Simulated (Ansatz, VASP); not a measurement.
# Two plane-wave programs on B2Te3

```
B Te
1.0
     6.26849    0.00000    0.00000
    -3.13424    5.42867    0.00000
     0.00000    0.00000    3.23431
B Te
2 3
Cartesian
  0.0000 3.6191 1.6172
  3.1342 1.8096 1.6172
  2.3985 0.0000 0.0000
  -1.1992 2.0771 0.0000
  1.9350 3.3515 0.0000
```

Alike in both runs: functional PBE; k mesh 6 × 6 × 12; occupations gaussian, width 0.1 eV; no spin polarisation.

Ansatz relaxed the structure, and its values are those at the end. VASP's run is a single point on that final structure, the one shown.

|  | VASP | Ansatz |
| --- | --- | --- |
| version | VASP 6.6.1 | Ansatz 0.2.0 |
| potentials or method | VASP PAW PBE potentials, release 64 (B, Te), cutoff 520 eV | scalar-relativistic, plane waves, PAW |
| valence electrons in the cell | 24 | 54 |

```tsv
	VASP	Ansatz	Ansatz less VASP
gap on the k mesh at the Fermi level (eV)	none	none	-
pressure (GPa)	0.0	0.0	+0.04
```

A gap of «none» marks a metal or a gap that the smearing closes. With one functional, cell and mesh, what is left measures potentials, basis and numerics. VASP's potentials hold 24 valence electrons a cell and Ansatz's 54, so a difference there can come from the potentials and not from the codes.

Spin-orbit coupling is off throughout.
